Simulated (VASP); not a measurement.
# Te2Mo in VASP: further runs

Te2Mo is run at these levels: LDA; tasks: single point.

Everything below comes from runs of VASP 6.6.1. Logs are shortened: lines on timing, memory, paths and dates and some standing lists are left out, and cuts for length are marked.

## (1) The cell of the first run

The cell holds a slab with vacuum, 3 atoms: a = 3.415 Å, b = 3.415 Å, c = 17.677 Å, α = 90.00°, β = 90.00°, γ = 120.00°.

## (2) Single point, LDA (biaxial strain in the a-b plane: -1.5 %)

INCAR reads:

```
SYSTEM = Te2Mo
ALGO = Normal ; EDIFF = 1E-7
ENCUT = 520 ; GGA = CA
ISIF = 2 ; ISMEAR = 0
LASPH = .True. ; LCHARG = .True.
LELF = .True. ; LREAL = .False.
LVHAR = .True. ; LWAVE = .False.
NBANDS = 20 ; NELM = 100
PREC = Accurate ; SIGMA = 0.02
```

KPOINTS reads:

```
k-points
0
Gamma
  12 12 2
  0 0 0
```

POSCAR reads:

```
Te2Mo
1.0
    3.4145498005      0.0000000000      0.0000000000
   -1.7072749002      2.9570868697      0.0000000000
    0.0000000000      0.0000000000     17.6774896293
Te Mo
2 1
Direct
    0.3333333333      0.6666666667      0.8975342416
    0.3333333333      0.6666666667      0.1024657584
    0.0000000000      0.0000000000      0.0000000000
```

Potentials or basis: VASP PAW LDA potentials, release 64 (Te, Mo_sv).

Command:

```
$ cat potpaw_LDA.64/Te/POTCAR potpaw_LDA.64/Mo_sv/POTCAR > POTCAR
$ mpirun -np 1 vasp_std > vasp.out
```

OUTCAR:

```text
SYSTEM = Te2Mo
   EDIFF = 1E-7
   ENCUT = 520
   GGA = CA
   ISIF = 2
   ISMEAR = 0
   LASPH = .True.
   LREAL = .False.
   NELM = 100
   PREC = Accurate

 ion  position               nearest neighbor table
   1  0.333  0.667  0.898-   3 2.68   3 2.68   3 2.68   2 3.62
   2  0.333  0.667  0.102-   3 2.68   3 2.68   3 2.68   1 3.62
   3  0.000  0.000  0.000-   1 2.68   2 2.68   1 2.68   2 2.68   1 2.68   2 2.68

  LATTYP: Found a hexagonal cell.
 ALAT       =     3.4145498005
 C/A-ratio  =     5.1771069869

  Lattice vectors:

 A1 = (   3.4145498005,   0.0000000000,   0.0000000000)
 A2 = (  -1.7072749002,   2.9570868697,   0.0000000000)
 A3 = (   0.0000000000,   0.0000000000,  17.6774896293)

Analysis of symmetry for initial positions (statically):
=====================================================================
 Subroutine PRICEL returns:
 Original cell was already a primitive cell.

 Routine SETGRP: Setting up the symmetry group for a
 hexagonal supercell.

 Subroutine GETGRP returns: Found 12 space group operations
 (whereof 12 operations were pure point group operations)
 out of a pool of 24 trial point group operations.

The static configuration has the point symmetry D_3h.

Analysis of symmetry for dynamics (positions and initial velocities):
=====================================================================
 Subroutine PRICEL returns:
 Original cell was already a primitive cell.

 Routine SETGRP: Setting up the symmetry group for a
 hexagonal supercell.

 Subroutine GETGRP returns: Found 12 space group operations
 (whereof 12 operations were pure point group operations)
 out of a pool of 24 trial point group operations.

The dynamic configuration has the point symmetry D_3h.

 Subroutine INISYM returns: Found 12 space group operations
 (whereof 12 operations are pure point group operations),
 and found     1 'primitive' translations

----------------------------------------------------------------------------------------

                                     Primitive cell

  volume of cell :     178.4917

  direct lattice vectors                    reciprocal lattice vectors
     3.414549801  0.000000000  0.000000000     0.292864377  0.169085327  0.000000000
[... 78 lines left out ...]
 SYSTEM =  Te2Mo
   PREC   = accura    normal or accurate (medium, high low for compatibility)
   ISTART =      0    job   : 0-new  1-cont  2-samecut
   ICHARG =      2    charge: 1-file 2-atom 10-const
   ISPIN  =      1    spin polarized calculation?
   LNONCOLLINEAR =      F non collinear calculations
   LSORBIT =      F    spin-orbit coupling
   LASPH  =      T    aspherical Exc in radial PAW
   ENCUT  =  520.0 eV  38.22 Ry    6.18 a.u.   6.35  6.35 32.87*2*pi/ulx,y,z
   NELM   =    100;   NELMIN=  2; NELMDL= -5     # of ELM steps
   EDIFF  = 0.1E-06   stopping-criterion for ELM
   LREAL  =      F    real-space projection
   EDIFFG = 0.1E-05   stopping-criterion for IOM
   NSW    =      0    number of steps for IOM
   IBRION =     -1    ionic relax: 0-MD 1-quasi-New 2-CG
   NFREE  =      0    steps in history (QN), initial steepest desc. (CG)
   ISIF   =      2    stress and relaxation
   ISYM   =      2    0-nonsym 1-usesym 2-fastsym
   POTIM  = 0.5000    time-step for ionic-motion
   TEBEG  =    0.0;   TEEND  =   0.0 temperature during run
   PSTRESS=    0.0 pullay stress
   NELECT =      26.0000    total number of electrons
   NUPDOWN=      -1.0000    fix difference up-down
   EMIN   =  10.00;   EMAX   =-10.00  energy-range for DOS
   EFERMI =   0.00;   METHOD = LEGACY
   ISMEAR =     0;   SIGMA  =   0.02  broadening in eV -4-tet -1-fermi 0-gaus
   EFERMI_NEDOS =   21; number of points for ismear=-14 and -15
   IALGO  =     38    algorithm
   IMIX   =      4    mixing-type and parameters
     AMIX     =   0.40;   BMIX     =  1.00
     AMIX_MAG =   1.60;   BMIX_MAG =  1.00
  volume/ion in A,a.u.               =      59.50       401.51
  Fermi-wavevector in a.u.,A,eV,Ry     =   0.861377  1.627766 10.095118  0.741970
  Thomas-Fermi vector in A             =   1.979022
   LORBIT       =      0    0 simple, 1 ext, 2 COOP (PROOUT), +10 PAW based schemes
   GGA     = CA    functional components
   LHFCALC =     F    Hartree Fock is set to
   AEXX    =    0.0000 exact exchange contribution
   IVDW    =     0    specifies the selected vdW correction
   LEPSILON=     F    determine dielectric tensor
   LRPA    =     F    only Hartree local field effects (RPA)
 non-spin polarized calculation
 Gauss-broadening in eV      SIGMA  =   0.02
  energy-cutoff  :      520.00
  volume of cell :      178.49
 maximum number of plane-waves:      4842
 NGX is ok and might be reduce to    28
   NGX = 13   NGY = 13   NGZ = 65

 number of electron      26.0000000 magnetization

 Free energy of the ion-electron system (eV)
  ---------------------------------------------------
  ext. energy  EPLUGINS =         0.00000000
  ---------------------------------------------------
  free energy    TOTEN  =       -20.45206299 eV

  energy without entropy =      -20.45206299  energy(sigma->0) =      -20.45206299

 E-fermi :   0.4452     XC(G=0):  -4.9721

 val. band max:        0.3270636686   @ k =   0.3333   0.3333   0.0000
 cond. band min:       1.6023661840   @ k =   0.2500   0.1667   0.0000
 fundamental gap:      1.2753025154
 Fermi energy:         0.4451787984

 k-point     1 :       0.0000    0.0000    0.0000
  band No.  band energies     occupation
      1     -59.8592      2.00000
      2     -34.2913      2.00000
      3     -34.0599      2.00000
      4     -34.0599      2.00000
      5     -12.7221      2.00000
      6     -11.7512      2.00000
[... 541 lines left out ...]
     19       6.4173      0.00000
     20       6.4416      0.00000

 [... further k-points ...]
[... 5 lines left out ...]
  --------------------------------------------------------------------------------------
  -------------------------------------------------------------------------------------
  Total        1.3790844      1.3790844      0.4293230      0.0000000     -0.0000000      0.0000000
  in kB       12.3789358     12.3789358      3.8536887      0.0000000     -0.0000000      0.0000000
  external PRESSURE =       9.5371868 kB  Pullay stress =       0.0000000 kB

 VOLUME and BASIS-vectors are now :
 -----------------------------------------------------------------------------
  energy-cutoff  :      520.00
  volume of cell :      178.49
      direct lattice vectors                 reciprocal lattice vectors
     3.414549801  0.000000000  0.000000000     0.292864377  0.169085327  0.000000000
    -1.707274900  2.957086870  0.000000000     0.000000000  0.338170654  0.000000000
     0.000000000  0.000000000 17.677489629     0.000000000  0.000000000  0.056569118

 POSITION                                       TOTAL-FORCE (eV/Angst)
 -----------------------------------------------------------------------------------
     -0.00000      1.97139     15.86615         0.000000     -0.000000     -0.122271
     -0.00000      1.97139      1.81134         0.000000     -0.000000      0.122271
      0.00000      0.00000      0.00000        -0.000000      0.000000      0.000000
 -----------------------------------------------------------------------------------
    total drift:                                0.000000     -0.000000     -0.000000

  FREE ENERGIE OF THE ION-ELECTRON SYSTEM (eV)
  ---------------------------------------------------
  free  energy   TOTEN  =       -20.4520629900 eV

  energy  without entropy=      -20.4520629900  energy(sigma->0) =      -20.45206299
```

stdout:

```text
POSCAR found type information on POSCAR TeMo
 POSCAR found :  2 types and       3 ions
 scaLAPACK will be used
 LDA part: xc-table for (Slater(with rela. corr.)+CA(PZ))
 , standard interpolation
 POSCAR, INCAR and KPOINTS ok, starting setup
 FFT: planning ... GRIDC
 FFT: planning ... GRID_SOFT
 FFT: planning ... GRID
 WAVECAR not read
 entering main loop
```

Wall time 2.6 min (1 thread of Intel Xeon 6975P-C (Granite Rapids), shared host); peak memory 0.33 GiB.

What came out:

| Item | Value |
| --- | --- |
| Free energy | -20.4521 eV |
| Largest force | 0.122 eV/Å |
| Band gap on the k mesh | 1.28 eV, indirect (least direct gap 1.38 eV) |

Forces in eV/Å, atoms in the order of the input:
```
Te   0.000  0.000 -0.122
Te   0.000  0.000  0.122
Mo   0.000  0.000  0.000
```

Levels at points of the mesh, in eV from the valence-band top:
```csv
k point,band 11,band 12,band 13,band 14,band 15,band 16
"(0.00, 0.00, 0.00)",-0.75,-0.74,-0.74,3.56,3.56,3.87
"(0.50, 0.00, 0.00)",-1.80,-0.80,-0.01,1.72,1.94,3.46
"(0.00, 0.00, 0.50)",-0.75,-0.74,-0.74,3.56,3.56,3.87
"(0.50, 0.00, 0.50)",-1.80,-0.80,-0.01,1.72,1.94,3.46
```

Caveat: the cell differs from its parent crystal (biaxial strain in the a-b plane: -1.5 %); spin-orbit coupling is left out, which moves the levels of the heavy elements.

## (3) Single point, LDA (equal strain along all axes, cell held: +3.0 %, then relaxed in part)

INCAR reads:

```
  PREC = Accurate
  ENCUT = 520
  EDIFF = 1E-7
  ISMEAR = 0
  SIGMA = 0.02
  LREAL = F
  LASPH = T
  NELM = 100
  ALGO = Normal
  ISIF = 2
  LWAVE = F
  LCHARG = F
  GGA = CA
  NBANDS = 20
```

KPOINTS reads:

```
Automatic mesh
0
Gamma
  12 12 2
```

POSCAR reads:

```
Te2Mo
1.0
    3.5705444622      0.0000000000      0.0000000000
   -1.7852722311      3.0921822096      0.0000000000
    0.0000000000      0.0000000000     18.0454056682
Te Mo
2 1
Direct
    0.3333333333      0.6666666667      0.9027158344
    0.3333333333      0.6666666667      0.0972841656
    0.0000000000      0.0000000000      0.0000000000
```

Potentials or basis: VASP PAW LDA potentials, release 64 (Te, Mo_sv).

Command:

```
$ cat potpaw_LDA.64/Te/POTCAR potpaw_LDA.64/Mo_sv/POTCAR > POTCAR
$ mpirun -np 1 vasp_std > vasp.out
```

OUTCAR:

```text
PREC = Accurate
   ENCUT = 520
   EDIFF = 1E-7
   ISMEAR = 0
   LREAL = F
   LASPH = T
   NELM = 100
   ISIF = 2
   GGA = CA

 ion  position               nearest neighbor table
   1  0.333  0.667  0.903-   3 2.71   3 2.71   3 2.71   2 3.51
   2  0.333  0.667  0.097-   3 2.71   3 2.71   3 2.71   1 3.51
   3  0.000  0.000  0.000-   1 2.71   2 2.71   1 2.71   2 2.71   1 2.71   2 2.71

  LATTYP: Found a hexagonal cell.
 ALAT       =     3.5705444622
 C/A-ratio  =     5.0539646990

  Lattice vectors:

 A1 = (   3.5705444622,   0.0000000000,   0.0000000000)
 A2 = (  -1.7852722311,   3.0921822096,   0.0000000000)
 A3 = (   0.0000000000,   0.0000000000,  18.0454056682)

Analysis of symmetry for initial positions (statically):
=====================================================================
 Subroutine PRICEL returns:
 Original cell was already a primitive cell.

 Routine SETGRP: Setting up the symmetry group for a
 hexagonal supercell.

 Subroutine GETGRP returns: Found 12 space group operations
 (whereof 12 operations were pure point group operations)
 out of a pool of 24 trial point group operations.

The static configuration has the point symmetry D_3h.

Analysis of symmetry for dynamics (positions and initial velocities):
=====================================================================
 Subroutine PRICEL returns:
 Original cell was already a primitive cell.

 Routine SETGRP: Setting up the symmetry group for a
 hexagonal supercell.

 Subroutine GETGRP returns: Found 12 space group operations
 (whereof 12 operations were pure point group operations)
 out of a pool of 24 trial point group operations.

The dynamic configuration has the point symmetry D_3h.

 Subroutine INISYM returns: Found 12 space group operations
 (whereof 12 operations are pure point group operations),
[... 107 lines left out ...]
   TEBEG  =    0.0;   TEEND  =   0.0 temperature during run
   PSTRESS=    0.0 pullay stress
   NELECT =      26.0000    total number of electrons
   NUPDOWN=      -1.0000    fix difference up-down
   EMIN   =  10.00;   EMAX   =-10.00  energy-range for DOS
   EFERMI =   0.00;   METHOD = LEGACY
   ISMEAR =     0;   SIGMA  =   0.02  broadening in eV -4-tet -1-fermi 0-gaus
   EFERMI_NEDOS =   21; number of points for ismear=-14 and -15
   IALGO  =     38    algorithm
   IMIX   =      4    mixing-type and parameters
     AMIX     =   0.40;   BMIX     =  1.00
     AMIX_MAG =   1.60;   BMIX_MAG =  1.00
  volume/ion in A,a.u.               =      66.41       448.17
  Fermi-wavevector in a.u.,A,eV,Ry     =   0.830381  1.569192  9.381653  0.689532
  Thomas-Fermi vector in A             =   1.943088
   LORBIT       =      0    0 simple, 1 ext, 2 COOP (PROOUT), +10 PAW based schemes
   GGA     = CA    functional components
   LHFCALC =     F    Hartree Fock is set to
   AEXX    =    0.0000 exact exchange contribution
   IVDW    =     0    specifies the selected vdW correction
   LEPSILON=     F    determine dielectric tensor
   LRPA    =     F    only Hartree local field effects (RPA)
 non-spin polarized calculation
 Gauss-broadening in eV      SIGMA  =   0.02
  energy-cutoff  :      520.00
  volume of cell :      199.24
 maximum number of plane-waves:      5431
 NGX is ok and might be reduce to    28
   NGX = 13   NGY = 13   NGZ = 67

 number of electron      25.9999996 magnetization

 Free energy of the ion-electron system (eV)
  ---------------------------------------------------
  ext. energy  EPLUGINS =         0.00000000
  ---------------------------------------------------
  free energy    TOTEN  =       -20.41046373 eV

  energy without entropy =      -20.41046373  energy(sigma->0) =      -20.41046373

 E-fermi :  -0.1684     XC(G=0):  -4.6513

 val. band max:       -0.3793044744   @ k =   0.3333   0.3333   0.0000
 cond. band min:       0.6066802730   @ k =   0.3333   0.3333   0.0000
 fundamental gap:      0.9859847474
 Fermi energy:        -0.1683860469

 k-point     1 :       0.0000    0.0000    0.0000
  band No.  band energies     occupation
      1     -60.6355      2.00000
      2     -34.9688      2.00000
      3     -34.8819      2.00000
      4     -34.8819      2.00000
      5     -12.9239      2.00000
      6     -11.8495      2.00000
[... 541 lines left out ...]
     19       5.7001      0.00000
     20       5.8266      0.00000

 [... further k-points ...]
[... 5 lines left out ...]
  --------------------------------------------------------------------------------------
  -------------------------------------------------------------------------------------
  Total       -2.0214314     -2.0214314      0.2036625      0.0000000     -0.0000000     -0.0000000
  in kB      -16.2556152    -16.2556152      1.6377793      0.0000000     -0.0000000     -0.0000000
  external PRESSURE =     -10.2911504 kB  Pullay stress =       0.0000000 kB

 VOLUME and BASIS-vectors are now :
 -----------------------------------------------------------------------------
  energy-cutoff  :      520.00
  volume of cell :      199.24
      direct lattice vectors                 reciprocal lattice vectors
     3.570544462  0.000000000  0.000000000     0.280069331  0.161698104  0.000000000
    -1.785272231  3.092182210  0.000000000     0.000000000  0.323396208  0.000000000
     0.000000000  0.000000000 18.045405668     0.000000000  0.000000000  0.055415767

 POSITION                                       TOTAL-FORCE (eV/Angst)
 -----------------------------------------------------------------------------------
     -0.00000      2.06145     16.28987        -0.000000      0.000000     -0.061560
     -0.00000      2.06145      1.75553        -0.000000     -0.000000      0.061560
      0.00000      0.00000      0.00000         0.000000      0.000000     -0.000000
 -----------------------------------------------------------------------------------
    total drift:                                0.000000     -0.000000     -0.000000

  FREE ENERGIE OF THE ION-ELECTRON SYSTEM (eV)
  ---------------------------------------------------
  free  energy   TOTEN  =       -20.4104637276 eV

  energy  without entropy=      -20.4104637276  energy(sigma->0) =      -20.41046373
```

OSZICAR:

```text
N       E                     dE             d eps       ncg     rms          rms(c)
DAV:   1     0.139067881049E+03    0.13907E+03   -0.11327E+04  2000   0.103E+03
DAV:   2    -0.124363353271E+02   -0.15150E+03   -0.14725E+03  2056   0.229E+02
DAV:   3    -0.209264054271E+02   -0.84901E+01   -0.84068E+01  1988   0.459E+01
[... 15 lines left out ...]
DAV:  19    -0.204104555381E+02   -0.10429E-04   -0.33688E-07  1404   0.192E-03    0.510E-04
DAV:  20    -0.204104629495E+02   -0.74114E-05   -0.43350E-07  1408   0.135E-03    0.974E-04
DAV:  21    -0.204104635647E+02   -0.61520E-06   -0.20154E-08  1436   0.493E-04    0.365E-04
DAV:  22    -0.204104636981E+02   -0.13340E-06   -0.40843E-09  1124   0.295E-04    0.618E-05
DAV:  23    -0.204104637276E+02   -0.29509E-07   -0.79824E-10  1080   0.938E-05
   1 F= -.20410464E+02 E0= -.20410464E+02  d E =-.783594E-52
```

Run time: 2.1 min. Hardware: 1 thread of AMD EPYC 9R45 (Zen 5), shared host; peak memory 0.31 GiB.

Results:

| Property | Result |
| --- | --- |
| Free energy | -20.4105 eV |
| Largest force | 0.062 eV/Å |
| Band gap on the k mesh | 0.99 eV, direct |

Forces on the atoms (eV/Å):
```
Te   0.000  0.000 -0.062
Te   0.000  0.000  0.062
Mo   0.000  0.000  0.000
```

Caveat: the cell differs from its parent crystal (equal strain along all axes, cell held: +3.0 %, then relaxed in part); spin-orbit coupling is left out, which moves the levels of the heavy elements.
